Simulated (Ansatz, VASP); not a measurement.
Given: the input of a run of Ansatz 0.2.0 on PbS.

The input input.yaml:

```yaml
crystal:
  lattice:
    - [0.0, 3.0047775019, 3.0047775019]
    - [3.0047775019, 0.0, 3.0047775019]
    - [3.0047775019, 3.0047775019, 0.0]
  atoms:
    - { symbol: Pb, position: [0.0, 0.0, 0.0] }
    - { symbol: S, position: [0.5, 0.5, 0.5] }
hamiltonian:
  xc: { name: BHLYP }
  pseudopotentials: { kind: paw }
kpoints:
  mp_grid: { grid: [4, 4, 4] }
scf:
  occupations: { method: fermi_dirac, width: 0.05 }
output:
  forces: true
  stress: true
  eigenvalues: true
```

Potentials or basis: Ansatz PAW.

The run is started by

```bash
$ ansatz run input.yaml --threads 2 --pin off --max-ram 5632MiB --backend cpu --events-out ev --progress --plain --runs-dir out
```

Task: Set up the same calculation for VASP 6.6.1. Potentials there: VASP PAW PBE potentials, release 64 (Pb_d, S).

Result: As run (the cutoff follows the program's own potentials):

The input POSCAR:

```
PbS
1.0
    0.0000000000      3.0047775019      3.0047775019
    3.0047775019      0.0000000000      3.0047775019
    3.0047775019      3.0047775019      0.0000000000
Pb S
1 1
Direct
    0.0000000000      0.0000000000      0.0000000000
    0.5000000000      0.5000000000      0.5000000000
```

File INCAR.step1:

```
  PREC = Accurate
  ENCUT = 520
  EDIFF = 1E-5
  ISMEAR = -1
  SIGMA = 0.05
  LREAL = F
  LASPH = T
  NELM = 80
  ALGO = Normal
  ISIF = 2
  LWAVE = T
  LCHARG = F
  GGA = PE
  NBANDS = 17
```

INCAR.step2

```
  PREC = Accurate
  ENCUT = 520
  EDIFF = 1E-7
  ISMEAR = -1
  SIGMA = 0.05
  LREAL = F
  LASPH = T
  NELM = 80
  ALGO = Normal
  ISIF = 2
  LWAVE = F
  LCHARG = F
  GGA = B5
  LHFCALC = T
  AEXX = 0.5
  ALDAX = 0.5
  AGGAX = 0.5
  AGGAC = 1.0
  ALDAC = 0.0
  PRECFOCK = Normal
  ISTART = 1
  NBANDS = 17
```

File KPOINTS:

```
regular mesh
0
Gamma
  4 4 4
```

Potentials or basis: VASP PAW PBE potentials, release 64 (Pb_d, S).

Command:

```sh
$ cat potpaw_PBE.64/Pb_d/POTCAR potpaw_PBE.64/S/POTCAR > POTCAR
$ cp INCAR.step1 INCAR
$ mpirun -np 1 vasp_std > vasp.out
$ cp INCAR.step2 INCAR
$ mpirun -np 1 vasp_std > vasp.out
```

Both were run:

|  | VASP | Ansatz | Ansatz less VASP |
| --- | --- | --- | --- |
| gap on the k mesh at the Fermi level (eV) | 3.00 | 2.91 | -0.090 |
| least direct gap on the mesh (eV) | 3.00 | 2.91 | -0.090 |
| pressure (GPa) | 1.0 | 1.3 | +0.31 |

VASP's potentials were made for PBE, not for BHLYP.

The k mesh is coarse, so the values compare programs but aren't converged. Spin-orbit coupling is off throughout.
